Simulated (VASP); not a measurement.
Input of a VASP 6.6.1 run:

POSCAR

```
Si
1.0
    0.0000000000      1.9327840125      1.9327840125
    1.9327840125      0.0000000000      1.9327840125
    1.9327840125      1.9327840125      0.0000000000
Si
1
Direct
    0.0000000000      0.0000000000      0.0000000000
```

Contents of INCAR.step1:

```
PREC = Accurate ; ENCUT = 520
EDIFF = 1E-5 ; ISMEAR = -1
SIGMA = 0.1 ; LREAL = False
LASPH = True ; NELM = 60
ALGO = Normal ; ISIF = 2
LWAVE = True ; GGA = PE
NBANDS = 8
```

Contents of INCAR.step2:

```
PREC = Accurate ; ENCUT = 520
EDIFF = 1E-7 ; ISMEAR = -1
SIGMA = 0.1 ; LREAL = False
LASPH = True ; NELM = 60
ALGO = Normal ; ISIF = 2
LWAVE = False ; LCHARG = True
GGA = PE ; LHFCALC = True
HFSCREEN = 0.2079 ; PRECFOCK = Normal
LELF = True ; LVHAR = True
ISTART = 1 ; NBANDS = 8
```

The input KPOINTS:

```
Automatic mesh
0
Gamma
  7 7 7
```

Potentials or basis: VASP PAW PBE potentials, release 64 (Si).

Command:

```sh
$ cat potpaw_PBE.64/Si/POTCAR > POTCAR
$ cp INCAR.step1 INCAR
$ mpirun -np 1 vasp_std > vasp.out
$ cp INCAR.step2 INCAR
$ mpirun -np 1 vasp_std > vasp.out
```

Q: Estimate the pressure.

A: -1.7 GPa.

Q: Estimate the band gap on the k mesh.

A: Zero (band 2 reaches 22.50 eV, above the bottom of band 3 at 7.37 eV).

Caveat: the k points lie up to 0.40 Å⁻¹ apart; the PAW data sets were made with another functional, which shifts forces and pressure a little.
